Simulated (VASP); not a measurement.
# H17O8F in VASP: notebook

H17O8F is run at these levels: PBEsol; tasks: single point.

Everything below comes from runs of VASP 6.6.1. Logs are shortened: lines on timing, memory, paths and dates and some standing lists are left out, and cuts for length are marked.

## 1. The cell of the first run

The cell holds an amorphous packing of atoms, 26 atoms: a = 6.705 Å, b = 6.705 Å, c = 6.705 Å, α = 90.00°, β = 90.00°, γ = 90.00°.

## 2. Single point, PBEsol

The input, INCAR:

```
  PREC = Accurate
  ENCUT = 520
  EDIFF = 1E-6
  ISMEAR = -1
  SIGMA = 0.02
  LREAL = Auto
  LASPH = True
  NELM = 100
  ALGO = Normal
  ISIF = 2
  LWAVE = False
  LCHARG = False
  GGA = PS
  NBANDS = 55
```

The input, KPOINTS:

```
Automatic mesh
0
Gamma
  1 1 1
```

The input, POSCAR:

```
H17O8F
1.0
    6.7047270000      0.0000000000      0.0000000000
    0.0000000000      6.7047270000      0.0000000000
    0.0000000000      0.0000000000      6.7047270000
O H F
8 17 1
Direct
    0.8737268497     -0.0553937543      0.3498725601
    0.5097895858      0.4141406503      0.3520352134
    0.4637176130      0.7217594393      0.8634505178
    0.7924409152      0.1723261812      0.6710340332
    0.1493573116      0.7235641362      0.4435825650
    0.1425412250      0.4498020576      0.0324547144
    0.5040473684      0.2963282472      0.8512501702
    0.4418822720      0.0944557474      0.1608715761
    0.8137542364     -0.0337672212      0.4696984680
    1.0084526932     -0.1390362352      0.3992257999
    0.5546832854      0.5116986866      0.2623969626
    0.4934578246      0.2841129848      0.2835163907
    0.3547795458      0.7701432139      0.7808520765
    0.5802025944      0.7823584763      0.8644050682
    0.6994617380      0.2191140668      0.5496420660
    0.9223492619      0.2498834032      0.6586547073
    0.2836953690      0.6591767271      0.4887447319
    0.1513260719      0.6782826504      0.2967756927
    0.2422917443      0.5275979171     -0.0383162506
    0.1790229490      0.4458197925      0.1614532553
    0.5397982647      0.4411812740      0.8533233344
    0.5942523834      0.2227980349      0.9285090952
    0.3913656738      0.1708943556      0.0532460158
    0.5536541607      0.0011931880      0.1126816946
    0.8079523596      0.9777131865      1.2126369948
    0.7217892690      0.9879746036      1.0317347746
```

Potentials or basis: VASP PAW PBE potentials, release 64 (O, H, F).

Started as:

```bash
> cat potpaw_PBE.64/O/POTCAR potpaw_PBE.64/H/POTCAR potpaw_PBE.64/F/POTCAR > POTCAR
> mpirun -np 1 vasp_gam > vasp.out
```

OUTCAR:

```text
PREC = Accurate
   ENCUT = 520
   EDIFF = 1E-6
   ISMEAR = -1
   LREAL = Auto
   LASPH = True
   NELM = 100
   ISIF = 2
   GGA = PS

 ion  position               nearest neighbor table
   1  0.874  0.945  0.350-   9 0.91  25 1.04  10 1.11
   2  0.510  0.414  0.352-  11 0.94  12 0.99
   3  0.464  0.722  0.863-  14 0.88  13 0.97
   4  0.792  0.172  0.671-  16 1.02  15 1.07
   5  0.149  0.724  0.444-  18 1.03  17 1.04  10 1.35
   6  0.143  0.450  0.032-  20 0.90  19 0.97
   7  0.504  0.296  0.851-  22 0.94  21 1.00
   8  0.442  0.094  0.161-  23 0.95  24 1.03
   9  0.814  0.966  0.470-   1 0.91
  10  0.008  0.861  0.399-   1 1.11   5 1.35
  11  0.555  0.512  0.262-   2 0.94
  12  0.493  0.284  0.284-   2 0.99
  13  0.355  0.770  0.781-   3 0.97
  14  0.580  0.782  0.864-   3 0.88
  15  0.699  0.219  0.550-   4 1.07
  16  0.922  0.250  0.659-   4 1.02
  17  0.284  0.659  0.489-   5 1.04
  18  0.151  0.678  0.297-   5 1.03
  19  0.242  0.528  0.962-   6 0.97
  20  0.179  0.446  0.161-   6 0.90
  21  0.540  0.441  0.853-   7 1.00
  22  0.594  0.223  0.929-   7 0.94
  23  0.391  0.171  0.053-   8 0.95
  24  0.554  0.001  0.113-   8 1.03  26 1.25
  25  0.808  0.978  0.213-   1 1.04  26 1.35
  26  0.722  0.988  0.032-  24 1.25  25 1.35

  LATTYP: Found a simple cubic cell.
 ALAT       =     6.7047270000

  Lattice vectors:

 A1 = (   6.7047270000,   0.0000000000,   0.0000000000)
 A2 = (   0.0000000000,   6.7047270000,   0.0000000000)
 A3 = (   0.0000000000,   0.0000000000,   6.7047270000)

Analysis of symmetry for initial positions (statically):
=====================================================================
 Subroutine PRICEL returns:
 Original cell was already a primitive cell.

 Routine SETGRP: Setting up the symmetry group for a
 simple cubic supercell.

 Subroutine GETGRP returns: Found  1 space group operations
 (whereof  1 operations were pure point group operations)
 out of a pool of 48 trial point group operations.

The static configuration has the point symmetry C_1 .

Analysis of symmetry for dynamics (positions and initial velocities):
=====================================================================
 Subroutine PRICEL returns:
 Original cell was already a primitive cell.

 Routine SETGRP: Setting up the symmetry group for a
 simple cubic supercell.

 Subroutine GETGRP returns: Found  1 space group operations
 (whereof  1 operations were pure point group operations)
 out of a pool of 48 trial point group operations.

The dynamic configuration has the point symmetry C_1 .

 Subroutine INISYM returns: Found  1 space group operations
 (whereof  1 operations are pure point group operations),
 and found     1 'primitive' translations

----------------------------------------------------------------------------------------

                                     Primitive cell

  volume of cell :     301.4000

  direct lattice vectors                    reciprocal lattice vectors
     6.704727000  0.000000000  0.000000000     0.149148504  0.000000000  0.000000000
     0.000000000  6.704727000  0.000000000     0.000000000  0.149148504  0.000000000
     0.000000000  0.000000000  6.704727000     0.000000000  0.000000000  0.149148504

  length of vectors
     6.704727000  6.704727000  6.704727000     0.149148504  0.149148504  0.149148504

  position of ions in fractional coordinates (direct lattice)
     0.873726850  0.944606246  0.349872560
     0.509789586  0.414140650  0.352035213
     0.463717613  0.721759439  0.863450518
     0.792440915  0.172326181  0.671034033
     0.149357312  0.723564136  0.443582565
     0.142541225  0.449802058  0.032454714
[... 18 lines left out ...]
     0.807952360  0.977713186  0.212636995
     0.721789269  0.987974604  0.031734775

  ion indices of the primitive-cell ions
   primitive index   ion index
                 1           1
                 2           2
                 3           3
                 4           4
                 5           5
                 6           6
[... 18 lines left out ...]
                25          25
                26          26

----------------------------------------------------------------------------------------

 KPOINTS: Automatic mesh

Automatic generation of k-mesh.
 Grid dimensions read from file:
 generate k-points for:    1    1    1

 Generating k-lattice:

  Cartesian coordinates                     Fractional coordinates (reciprocal lattice)
     0.149148504  0.000000000  0.000000000     1.000000000  0.000000000  0.000000000
     0.000000000  0.149148504  0.000000000     0.000000000  1.000000000  0.000000000
     0.000000000  0.000000000  0.149148504     0.000000000  0.000000000  1.000000000

  Length of vectors
     0.149148504  0.149148504  0.149148504

  Shift w.r.t. Gamma in fractional coordinates (k-lattice)
     0.000000000  0.000000000  0.000000000

 Subroutine IBZKPT returns following result:
 ===========================================

 Found      1 irreducible k-points:

 Following reciprocal coordinates:
            Coordinates               Weight
  0.000000  0.000000  0.000000      1.000000
   k-points           NKPTS =      1   k-points in BZ     NKDIM =      1   number of bands    NBANDS=     55
   number of dos      NEDOS =    301   number of ions     NIONS =     26
   total plane-waves  NPLWV = 125000
   dimension x,y,z NGX =    50 NGY =   50 NGZ =   50
   dimension x,y,z NGXF=   100 NGYF=  100 NGZF=  100
   ions per type =               8  17   1
   NGX,Y,Z   is equivalent  to a cutoff of  12.40, 12.40, 12.40 a.u.
   NGXF,Y,Z  is equivalent  to a cutoff of  24.80, 24.80, 24.80 a.u.
 SYSTEM =  unknown system
   PREC   = accura    normal or accurate (medium, high low for compatibility)
   ISTART =      0    job   : 0-new  1-cont  2-samecut
   ICHARG =      2    charge: 1-file 2-atom 10-const
   ISPIN  =      1    spin polarized calculation?
   LNONCOLLINEAR =      F non collinear calculations
   LSORBIT =      F    spin-orbit coupling
   LASPH  =      T    aspherical Exc in radial PAW
   ENCUT  =  520.0 eV  38.22 Ry    6.18 a.u.  12.47 12.47 12.47*2*pi/ulx,y,z
   NELM   =    100;   NELMIN=  2; NELMDL= -5     # of ELM steps
   EDIFF  = 0.1E-05   stopping-criterion for ELM
   LREAL  =      T    real-space projection
   EDIFFG = 0.1E-04   stopping-criterion for IOM
   NSW    =      0    number of steps for IOM
   IBRION =     -1    ionic relax: 0-MD 1-quasi-New 2-CG
   NFREE  =      0    steps in history (QN), initial steepest desc. (CG)
   ISIF   =      2    stress and relaxation
   ISYM   =      2    0-nonsym 1-usesym 2-fastsym
   POTIM  = 0.5000    time-step for ionic-motion
   TEBEG  =    0.0;   TEEND  =   0.0 temperature during run
   PSTRESS=    0.0 pullay stress
   NELECT =      72.0000    total number of electrons
   NUPDOWN=      -1.0000    fix difference up-down
   EMIN   =  10.00;   EMAX   =-10.00  energy-range for DOS
   EFERMI =   0.00;   METHOD = LEGACY
   ISMEAR =    -1;   SIGMA  =   0.02  broadening in eV -4-tet -1-fermi 0-gaus
   EFERMI_NEDOS =   21; number of points for ismear=-14 and -15
   IALGO  =     38    algorithm
   IMIX   =      4    mixing-type and parameters
     AMIX     =   0.40;   BMIX     =  1.00
     AMIX_MAG =   1.60;   BMIX_MAG =  1.00
  volume/ion in A,a.u.               =      11.59        78.23
  Fermi-wavevector in a.u.,A,eV,Ry     =   1.015791  1.919568 14.038931  1.031832
  Thomas-Fermi vector in A             =   2.149098
   LORBIT       =      0    0 simple, 1 ext, 2 COOP (PROOUT), +10 PAW based schemes
   GGA     = PS    functional components
   LHFCALC =     F    Hartree Fock is set to
   AEXX    =    0.0000 exact exchange contribution
   IVDW    =     0    specifies the selected vdW correction
   LEPSILON=     F    determine dielectric tensor
   LRPA    =     F    only Hartree local field effects (RPA)
 non-spin polarized calculation
  energy-cutoff  :      520.00
  volume of cell :      301.40
 maximum number of plane-waves:      4109
 NGX is ok and might be reduce to    50
   NGX = 25   NGY = 25   NGZ = 25

 number of electron      71.9999981 magnetization

 Free energy of the ion-electron system (eV)
  ---------------------------------------------------
  ext. energy  EPLUGINS =         0.00000000
  ---------------------------------------------------
  free energy    TOTEN  =      -122.51461366 eV

  energy without entropy =     -122.51461366  energy(sigma->0) =     -122.51461366

 E-fermi :  -2.2867     XC(G=0):  -6.2043

 val. band max:       -2.7710983644   @ k =   0.0000   0.0000   0.0000
 cond. band min:       0.2500465712   @ k =   0.0000   0.0000   0.0000
 fundamental gap:      3.0211449357
 Fermi energy:        -2.2866814712

 k-point     1 :       0.0000    0.0000    0.0000
  band No.  band energies     occupation
      1     -25.0884      2.00000
      2     -24.3517      2.00000
      3     -23.6485      2.00000
      4     -23.4327      2.00000
      5     -22.8232      2.00000
      6     -22.1916      2.00000
[... 40 lines left out ...]
     47       5.9348      0.00000
     48       6.1521      0.00000
 [bands above 48 left out]

------------------------ aborting loop because EDIFF is reached ----------------------------------------

  FORCE on cell =-STRESS in cart. coord.  units (eV):
  Direction    XX          YY          ZZ          XY          YZ          ZX
  --------------------------------------------------------------------------------------
  -------------------------------------------------------------------------------------
  Total        7.9801395      3.2768918      9.6009715      0.5009696      0.3284099     -6.9844632
  in kB       42.4206939     17.4192476     51.0366860      2.6630462      1.7457561    -37.1278945
  external PRESSURE =      36.9588758 kB  Pullay stress =       0.0000000 kB

 VOLUME and BASIS-vectors are now :
 -----------------------------------------------------------------------------
  energy-cutoff  :      520.00
  volume of cell :      301.40
      direct lattice vectors                 reciprocal lattice vectors
     6.704727000  0.000000000  0.000000000     0.149148504  0.000000000  0.000000000
     0.000000000  6.704727000  0.000000000     0.000000000  0.149148504  0.000000000
     0.000000000  0.000000000  6.704727000     0.000000000  0.000000000  0.149148504

 POSITION                                       TOTAL-FORCE (eV/Angst)
 -----------------------------------------------------------------------------------
      5.85810      6.33333      2.34580         3.821079     -1.996696     -1.690602
      3.41800      2.77670      2.36030        -0.681762      0.323490      2.497284
      3.10910      4.83920      5.78920        -6.419199     -4.504979      0.203760
      5.31310      1.15540      4.49910         0.321994      0.881525     -3.000777
      1.00140      4.85130      2.97410         2.080700     -2.097555     -1.550199
      0.95570      3.01580      0.21760        -2.083059      0.591562     -4.366683
[... 18 lines left out ...]
      5.41710      6.55530      1.42567        -0.297623     -0.179304     -1.517580
      4.83940      6.62410      0.21277         2.495600     -1.232752     -0.353366
 -----------------------------------------------------------------------------------
    total drift:                                0.005930     -0.001402     -0.001938

  FREE ENERGIE OF THE ION-ELECTRON SYSTEM (eV)
  ---------------------------------------------------
  free  energy   TOTEN  =      -122.5146136568 eV

  energy  without entropy=     -122.5146136567  energy(sigma->0) =     -122.51461366
```

Run time: 32 s. Hardware: 1 thread of Intel Xeon Platinum 8488C (Sapphire Rapids), shared host; peak memory 0.32 GiB.

What came out:

```yaml
Free_energy: -122.5146 eV
Pressure: 3.7 GPa
Largest_force: 7.845 eV/Å
Band_gap_on_the_k_mesh: 3.02 eV
```

Forces on the atoms (eV/Å):
```
O    3.821 -1.997 -1.691
O   -0.682  0.323  2.497
O   -6.419 -4.505  0.204
O    0.322  0.882 -3.001
O    2.081 -2.098 -1.550
O   -2.083  0.592 -4.367
O   -2.215  2.585 -1.224
O   -1.639 -0.938  3.405
H   -2.412  1.566  3.887
H   -0.953  0.985 -0.892
H    0.834  1.047 -1.411
H   -0.287 -1.092 -0.877
H    0.845  0.723  0.094
H    5.521  3.965 -0.226
H    1.763 -0.029  2.515
H   -1.551 -0.847 -0.085
H   -1.703  0.958 -0.470
H   -0.056  0.397  1.419
H    0.473 -0.099  0.091
H    1.656 -0.623  4.601
H   -0.200 -1.047 -0.040
H    2.173 -0.927  0.738
H   -0.795  0.769 -1.546
H   -0.692  0.822 -0.202
H   -0.298 -0.179 -1.518
F    2.496 -1.233 -0.353
```

Levels at points of the mesh, in eV from the valence-band top:
| k point | band 34 | band 35 | band 36 | band 37 | band 38 | band 39 |
| --- | --- | --- | --- | --- | --- | --- |
| (0.00, 0.00, 0.00) | -1.22 | -0.57 | 0.00 | 3.02 | 5.84 | 5.95 |

Caveat: the k points lie up to 0.94 Å⁻¹ apart; the PAW data sets were made with another functional, which shifts forces and pressure a little.

[end of part 1 of 2]
